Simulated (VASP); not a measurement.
An input for VASP 6.6.1 (Hg):

File INCAR:

```
SYSTEM = Hg
ALGO = Normal
EDIFF = 1E-6
ENCUT = 520
GGA = PE
ISIF = 2
ISMEAR = 0
LASPH = .True.
LCHARG = .False.
LREAL = .False.
LWAVE = .False.
NBANDS = 19
NELM = 60
PREC = Accurate
SIGMA = 0.1
```

KPOINTS

```
k-points
0
Gamma
  6 6 4
  0 0 0
```

File POSCAR:

```
Hg
1.0
    3.2713292469      0.0000000000      0.0000000000
   -1.6356646234      2.8330542320      0.0000000000
    0.0000000000      0.0000000000      5.9882976131
Hg
2
Direct
    0.0000000000      0.0000000000      0.7500012505
    0.0000000000      0.0000000000      0.2499987495
```

Potentials or basis: VASP PAW PBE potentials, release 64 (Hg).

Launch:

```console
$ cat potpaw_PBE.64/Hg/POTCAR > POTCAR
$ mpirun -np 1 vasp_std > vasp.out
```

Question: Does this run start?

Answer: The run stopped without a result. It printed:

OUTCAR:

```text
SYSTEM = Hg
   EDIFF = 1E-6
   ENCUT = 520
   GGA = PE
   ISIF = 2
   ISMEAR = 0
   LASPH = .True.
   LREAL = .False.
   NELM = 60
   PREC = Accurate
[... 34 lines left out ...]
|     E        R     R  R     R  O     O  R     R     ###     ###     ###     |
|     E        R     R  R     R  O     O  R     R     ###     ###     ###     |
|     EEEEE    RRRRRR   RRRRRR   O     O  RRRRRR       #       #       #      |
|     E        R   R    R   R    O     O  R   R                               |
|     E        R    R   R    R   O     O  R    R      ###     ###     ###     |
|     EEEEEEE  R     R  R     R  OOOOOOO  R     R     ###     ###     ###     |
|                                                                             |
|     PRICELV: current lattice and primitive lattice are incommensurate       |
|     within SYMPREC.                                                         |
|                                                                             |
|       ---->  I REFUSE TO CONTINUE WITH THIS SICK JOB ... BYE!!! <----       |
|                                                                             |
 -----------------------------------------------------------------------------
```

On the terminal:

```text
POSCAR found type information on POSCAR Hg
 POSCAR found :  1 types and       2 ions
[... 18 lines left out ...]

1
```
